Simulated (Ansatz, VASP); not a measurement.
Cs in VASP and in Ansatz

```
CELL_PARAMETERS angstrom
8.52736 0.00000 0.00000
-4.26368 7.38491 0.00000
0.00000 0.00000 5.07158
ATOMIC_POSITIONS crystal
Cs 0.00000 0.00000 0.00000
Cs 0.33333 0.66667 0.50000
Cs 0.66667 0.33333 0.50000
```

Change from the starting cell: volume scaled by 0.9, LAPW.

Alike in both runs: task single point; functional PBE; k mesh 4 × 4 × 6; occupations fermi-dirac, width 0.08 eV; no spin polarisation.

|  | VASP | Ansatz |
| --- | --- | --- |
| version | VASP 6.6.1 | Ansatz 0.2.0 |
| potentials or method | VASP PAW PBE potentials, release 64 (Cs_sv), cutoff 520 eV | all-electron LAPW, scalar-relativistic |

```csv
,VASP,Ansatz,Ansatz less VASP
pressure (GPa),0.2,0.2,+0.01
```

Ansatz ran all-electron here, and VASP with PAW potentials.

Spin-orbit coupling is off throughout.
